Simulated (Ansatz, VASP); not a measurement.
## One calculation of Pt, two programs

INCAR

```
ALGO = Normal ; DIPOL = 0.5 0.5 0.502
EDIFF = 1E-6 ; ENCUT = 520
GGA = PE ; IDIPOL = 3
ISIF = 2 ; ISMEAR = 0
LASPH = T ; LCHARG = T
LDIPOL = T ; LELF = T
LREAL = F ; LVACPOTAV = T
LVHAR = T ; LWAVE = F
NBANDS = 33 ; NELM = 80
PREC = Accurate ; SIGMA = 0.1
```

Contents of KPOINTS:

```
k-points
0
Gamma
  24 24 1
```

The input POSCAR:

```
Pt
1.0
    2.7688887300      0.0000000000      0.0000000000
   -1.3844443700      2.3979279800      0.0000000000
    0.0000000000      0.0000000000     27.0431529328
Pt
5
Direct
    0.6666666672      0.3333333340      0.3328014312
    0.3333333340      0.6666666667      0.4164007206
    0.0000000000      0.0000000000      0.5016520930
    0.6666666672      0.3333333340      0.5870272471
    0.3333333340      0.6666666667      0.6736496536
```

Input for Ansatz:

```yaml
crystal:
  lattice:
    - [2.76888873, 0.0, 0.0]
    - [-1.38444437, 2.39792798, 0.0]
    - [0.0, 0.0, 27.0431529328]
  atoms:
    - { symbol: Pt, position: [0.6666666672, 0.333333334, 0.3328014312] }
    - { symbol: Pt, position: [0.333333334, 0.6666666667, 0.4164007206] }
    - { symbol: Pt, position: [0.0, 0.0, 0.501652093] }
    - { symbol: Pt, position: [0.6666666672, 0.333333334, 0.5870272471] }
    - { symbol: Pt, position: [0.333333334, 0.6666666667, 0.6736496536] }
basis:
  ecutwfc: 420.0
  fft_grid_basis: typed
kpoints:
  mp_grid: { grid: [24, 24, 1] }
hamiltonian:
  xc: pbe
scf:
  occupations: { method: gaussian, width: 0.1 }
output:
  forces: true
  eigenvalues: true
  band_densities:
    - { e_range: [-2.0, -1.0] }
    - { e_range: [-1.0, -0.5] }
    - { e_range: [-0.5, -0.25] }
    - { e_range: [-0.25, 0.0] }
    - { e_range: [0.0, 0.25] }
    - { e_range: [0.25, 0.5] }
    - { e_range: [0.5, 1.0] }
    - { e_range: [1.0, 1.5] }
  band_residual_tolerance: 1.0e-05
  write_potential: true
  elf: true
  write_density: true
  volumetric_format: npy
efield:
  axis: 3
  dipole_correction: true
  ramp_width: 0.04
checkpoint:
  read: start.run
  write: ck
  compress: false
  write_wavefunctions: false
  write_every: 100000
```

Alike in both runs: task single point; functional PBE; k mesh 24 × 24 × 1; occupations gaussian, width 0.1 eV; no spin polarisation.

```csv
,VASP,Ansatz
version,VASP 6.6.1,Ansatz 0.2.0
potentials or method,"VASP PAW PBE potentials, release 64 (Pt), cutoff 520 eV","scalar-relativistic, plane waves, PAW"
valence electrons in the cell,50,90
```

Ansatz gave:

* gap on the k mesh at the Fermi level (eV): none
* rms of the force components (eV/Å): 0.207
* work function, face that differs most (eV): 5.69

Q: Estimate VASP's values.

A: gap on the k mesh at the Fermi level (eV): none; rms of the force components (eV/Å): 0.201; work function, face that differs most (eV): 5.70.

Atom by atom the forces differ by 0.009 eV/Å (rms over components). A gap of «none» marks a metal or a gap that the smearing closes. VASP's potentials hold 50 valence electrons a cell and Ansatz's 90, so a difference there can come from the potentials and not from the codes. Ansatz's warnings: published levels not confirmed, xc potential rough in thin density.

Neither program's run includes spin-orbit coupling.
